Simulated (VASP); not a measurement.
Here is a VASP 6.6.1 calculation.

File POSCAR:

```
WO
1.0
    1.4465660659      2.5055259226      0.0000000000
   -1.4465660659      2.5055259226      0.0000000000
    0.0000000000      0.0000000000      2.8241045800
W O
1 1
Direct
    0.0000000000      0.0000000000      0.0000000000
    0.6666666667      0.6666666667      0.5000000000
```

File INCAR.step1:

```
SYSTEM = WO
PREC     = Accurate       ! precision mode
ENCUT    = 520            ! plane-wave cutoff, eV
ISMEAR   = -1             ! smearing method
SIGMA    = 0.1            ! smearing width, eV
LREAL    = .False.        ! projectors in reciprocal space
LASPH    = .True.         ! aspherical terms in the spheres
NELM     = 100            ! most SCF steps
NBANDS   = 17             ! bands
GGA      = PE             ! functional
ALGO     = Normal         ! electronic algorithm
EDIFF    = 1E-4           ! SCF threshold, eV
LWAVE    = .True.         ! write WAVECAR
LCHARG   = .False.        ! write CHGCAR
```

INCAR.step2

```
SYSTEM = WO
PREC     = Accurate       ! precision mode
ENCUT    = 520            ! plane-wave cutoff, eV
EDIFF    = 1E-6           ! SCF threshold, eV
ISMEAR   = -1             ! smearing method
SIGMA    = 0.1            ! smearing width, eV
LREAL    = .False.        ! projectors in reciprocal space
LASPH    = .True.         ! aspherical terms in the spheres
NELM     = 100            ! most SCF steps
ALGO     = Normal         ! electronic algorithm
ISIF     = 2              ! what is computed and relaxed
LWAVE    = .False.        ! write WAVECAR
LCHARG   = .False.        ! write CHGCAR
METAGGA  = R2SCAN         ! meta-GGA
LMIXTAU  = .True.       
NBANDS   = 17             ! bands
ISTART   = 1
```

KPOINTS

```
Automatic mesh
0
Gamma
  12 12 11
  0 0 0
```

Potentials or basis: VASP PAW PBE potentials, release 64 (W_sv, O).

The run is started by

```console
$ cat potpaw_PBE.64/W_sv/POTCAR potpaw_PBE.64/O/POTCAR > POTCAR
$ cp INCAR.step1 INCAR
$ mpirun -np 1 vasp_std > vasp.out
$ cp INCAR.step2 INCAR
$ mpirun -np 1 vasp_std > vasp.out
```

What does it give for the pressure?

28.7 GPa.

Predict the band gap on the k mesh.

zero (band 10 reaches 14.22 eV, above the bottom of band 11 at 11.25 eV).

Stress tensor (GPa, compression positive):
```
17.51  0.00  0.00
 0.00 17.51  0.00
 0.00  0.00 51.22
```

Caveat: the PAW data sets were made with another functional, which shifts forces and pressure a little; spin-orbit coupling is left out, which moves the levels of the heavy elements.
